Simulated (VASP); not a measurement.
Set up this calculation in VASP 6.6.1, as the native input.

| Item | Value |
| --- | --- |
| Task | single point |
| Functional | PBE |
| Potentials or basis | VASP PAW PBE potentials, release 64 (Ti_sv, O_h) |
| Cutoff | 1000 eV |
| k mesh | 8 × 8 × 1 |
| Occupations | gaussian, width 0.1 eV |
| Spin | no spin polarisation |
| Dipole correction | yes |
| Further INCAR settings | ALGO = Normal; EDIFF = 1e-06; NBANDS = 35; NELMDL = -8 |

The structure of Ti4O lies in POSCAR:

```
Ti4O
1.0
    3.2553359278      0.0000000000      0.0000000000
    0.0000000000      3.2553359278      0.0000000000
    0.0000000000      0.0000000000     20.1793674396
Ti O
4 1
Direct
    0.5000000000      0.5000000000      0.1982222690
    0.0000000000      0.0000000000      0.2788822782
    0.5000000000      0.5000000000      0.3551865237
    0.0000000000      0.0000000000      0.4301109767
    0.0000000000      0.1250000000      0.5078611129
```

One way to write it, as run:

INCAR

```
SYSTEM = Ti4O
ALGO = Normal ; DIPOL = 0.5 0.5 0.354
EDIFF = 1E-6 ; ENCUT = 1000
GGA = PE ; GGA_COMPAT = .FALSE.
IDIPOL = 3 ; ISIF = 2
ISMEAR = 0 ; LASPH = .TRUE.
LCHARG = .FALSE. ; LDIPOL = .TRUE.
LREAL = .FALSE. ; LWAVE = .FALSE.
NBANDS = 35 ; NELM = 120
NELMDL = -8 ; PREC = Accurate
SIGMA = 0.1
```

KPOINTS

```
k-points
0
G
  8 8 1
  0 0 0
```

Potentials or basis: VASP PAW PBE potentials, release 64 (Ti_sv, O_h).

Launch:

```bash
$ cat potpaw_PBE.64/Ti_sv/POTCAR potpaw_PBE.64/O_h/POTCAR > POTCAR
$ mpirun -np 1 vasp_std > vasp.out
```

Results of the run:

- Largest force: 1.726 eV/Å
- Band gap on the k mesh: zero (bands 27 and 28 overlap by 0.65 eV)

Run time: 19 min on 1 thread of Intel(R) Xeon(R) Platinum 8259CL CPU @ 2.50GHz (Skylake/Cascade Lake) (shared host), peak memory 0.83 GiB.
